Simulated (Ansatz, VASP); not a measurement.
This is a calculation of Si2Mo for Ansatz 0.2.0.

Contents of input.yaml:

```yaml
crystal:
  lattice:
    - [-1.5783757276, 1.5783757276, 3.8773786233]
    - [1.5783757276, -1.5783757276, 3.8773786233]
    - [1.5783757276, 1.5783757276, -3.8773786233]
  atoms:
    - { symbol: Mo, position: [0.0, 0.0, 0.0] }
    - { symbol: Si, position: [0.667, 0.667, 0.0] }
    - { symbol: Si, position: [0.333, 0.333, 0.0] }
hamiltonian:
  xc: pbe
  pseudopotentials: { kind: paw }
  dispersion: d3bj
kpoints:
  mp_grid: { grid: [12, 12, 12] }
scf:
  occupations: { method: fermi_dirac, width: 0.05 }
output:
  forces: true
  stress: true
  eigenvalues: true
```

Potentials or basis: Ansatz PAW.

Command:

```sh
$ ansatz run input.yaml --threads 2 --pin off --max-ram 5120MiB --backend cpu --events-out ev --progress --plain --runs-dir out
```

Translate it to VASP 6.6.1. Potentials there: VASP PAW PBE potentials, release 64 (Mo_sv, Si).

As run (the cutoff follows the program's own potentials):

The input INCAR:

```
PREC = Accurate
ENCUT = 520
EDIFF = 1E-7
ISMEAR = -1
SIGMA = 0.05
LREAL = False
LASPH = True
NELM = 100
ALGO = Normal
ISIF = 2
LWAVE = False
LCHARG = False
GGA = PE
IVDW = 12
NBANDS = 18
```

KPOINTS

```
regular mesh
0
Gamma
  12 12 12
```

POSCAR

```
Si2Mo
1.0
   -1.5783757276      1.5783757276      3.8773786233
    1.5783757276     -1.5783757276      3.8773786233
    1.5783757276      1.5783757276     -3.8773786233
Mo Si
1 2
Direct
    0.0000000000      0.0000000000      0.0000000000
    0.6670000000      0.6670000000      0.0000000000
    0.3330000000      0.3330000000      0.0000000000
```

Potentials or basis: VASP PAW PBE potentials, release 64 (Mo_sv, Si).

The run is started by

```console
$ cat potpaw_PBE.64/Mo_sv/POTCAR potpaw_PBE.64/Si/POTCAR > POTCAR
$ mpirun -np 1 vasp_std > vasp.out
```

Both were run:

|  | VASP | Ansatz | Ansatz less VASP |
| --- | --- | --- | --- |
| gap on the k mesh at the Fermi level (eV) | none | none | - |
| pressure (GPa) | 4.4 | 4.2 | -0.19 |
| rms of the force components (eV/Å) | 0.099 | 0.102 | +0.0027 |

Atom by atom the forces differ by 0.003 eV/Å (rms over components). A gap of «none» marks a metal or a gap that the smearing closes.
